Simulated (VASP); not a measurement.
A run of VASP 6.6.1 is set up as follows.

The input INCAR:

```
SYSTEM = AlRu
  ALGO = Fast
  EDIFF = 1E-7
  ENCUT = 520
  GGA = PE
  ISIF = 2
  ISMEAR = 0
  LASPH = .True.
  LCHARG = .True.
  LELF = .True.
  LREAL = .False.
  LVHAR = .True.
  LWAVE = .False.
  NBANDS = 16
  NELM = 60
  PREC = Accurate
  SIGMA = 0.15
```

The input KPOINTS:

```
k-points
0
Gamma
  20 20 20
  0 0 0
```

The input POSCAR:

```
AlRu
1.0
    2.7787783703      0.0000000000      0.0000000000
    0.0000000000      3.2293910789      0.0000000000
    0.0000000000      0.0000000000      3.0040847246
Al Ru
1 1
Direct
    0.0000000000      0.0000000000      0.0000000000
    0.5000000000      0.5000000000      0.5000000000
```

Potentials or basis: VASP PAW PBE potentials, release 64 (Al, Ru_pv).

Command:

```bash
$ cat potpaw_PBE.64/Al/POTCAR potpaw_PBE.64/Ru_pv/POTCAR > POTCAR
$ mpirun -np 1 vasp_std > vasp.out
```

(1) What does it give for the pressure?

## Answers

(1) 3.1 GPa.

Caveat: the cell differs from its parent crystal (strain -0.0750 x Voigt [1, -1, 0, 0, 0, 0]).
